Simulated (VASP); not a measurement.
A run of VASP 6.6.1:

Contents of INCAR:

```
SYSTEM = Li2O
PREC = Accurate ; ENCUT = 750
EDIFF = 1E-6 ; ISMEAR = 0
SIGMA = 0.05 ; LREAL = .FALSE.
LASPH = .TRUE. ; NELM = 120
ALGO = Normal ; ISIF = 2
LWAVE = .FALSE. ; LCHARG = .FALSE.
GGA = B5 ; ALDAX = 1.0
AGGAX = 1.0 ; AGGAC = 1.0
ALDAC = 0.0 ; NBANDS = 13
GGA_COMPAT = .FALSE.
```

Contents of KPOINTS:

```
regular mesh
0
G
  8 8 8
  0 0 0
```

POSCAR

```
Li2O
1.0
    0.0000000000      2.3353869337      2.3353869337
    2.3353869337      0.0000000000      2.3353869337
    2.3353869337      2.3353869337      0.0000000000
Li O
2 1
Direct
    0.2500000000      0.2500000000      0.2500000000
    0.7500000000      0.7500000000      0.7500000000
    0.0000000000      0.0000000000      0.0000000000
```

Potentials or basis: VASP PAW PBE potentials, release 64 (Li_sv, O).

Run with:

```console
$ cat potpaw_PBE.64/Li_sv/POTCAR potpaw_PBE.64/O/POTCAR > POTCAR
$ mpirun -np 1 vasp_std > vasp.out
```

Hardware: 1 thread of Intel Xeon 8259CL, on a shared host.

Q: How long does it take, and how much memory?

A: It took 40 s on 1 thread of Intel Xeon 8259CL (shared host), peak memory 0.16 GiB. Counts: scf iterations 13, k points 29.
